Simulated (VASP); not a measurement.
Here is a VASP 6.6.1 calculation.

Contents of INCAR:

```
PREC     = Accurate       # precision mode
ENCUT    = 520            # plane-wave cutoff, eV
EDIFF    = 1E-6           # SCF threshold, eV
ISMEAR   = 0              # smearing method
SIGMA    = 0.1            # smearing width, eV
LREAL    = False          # projectors in reciprocal space
LASPH    = True           # aspherical terms in the spheres
NELM     = 80             # most SCF steps
ALGO     = Normal         # electronic algorithm
ISIF     = 2              # what is computed and relaxed
LWAVE    = False          # write WAVECAR
LCHARG   = False          # write CHGCAR
GGA      = PE             # functional
NBANDS   = 40             # bands
```

Contents of KPOINTS:

```
Automatic mesh
0
Gamma
  6 6 6
```

POSCAR

```
Bi3Te2S
1.0
    7.0034063808      0.0000000000      0.0000000000
   -3.5017031904      6.0651278388      0.0000000000
    0.0000000000      0.0000000000      4.2980192664
Bi Te S
3 2 1
Direct
    0.7061879044      0.0000000000      0.5251060849
    0.0000000000      0.7061879044      0.5251060849
    0.2938120956      0.2938120956      0.5251060849
    0.3333333333      0.6666666667      1.0265563179
    0.6666666667      0.3333333333      1.0265563179
    0.0000000000      0.0000000000      0.0281522799
```

Potentials or basis: VASP PAW PBE potentials, release 64 (Bi_d, Te, S).

The run is started by

```console
$ cat potpaw_PBE.64/Bi_d/POTCAR potpaw_PBE.64/Te/POTCAR potpaw_PBE.64/S/POTCAR > POTCAR
$ mpirun -np 1 vasp_std > vasp.out
```

(1) Predict the pressure.

(2) What does it give for the band gap on the k mesh?

(3) Predict the largest force.

Answers

(1) -0.1 GPa.

(2) zero (an odd number of electrons rules out a gap without spin polarisation).

(3) 0.003 eV/Å.

Caveat: spin-orbit coupling is left out, which moves the levels of the heavy elements.
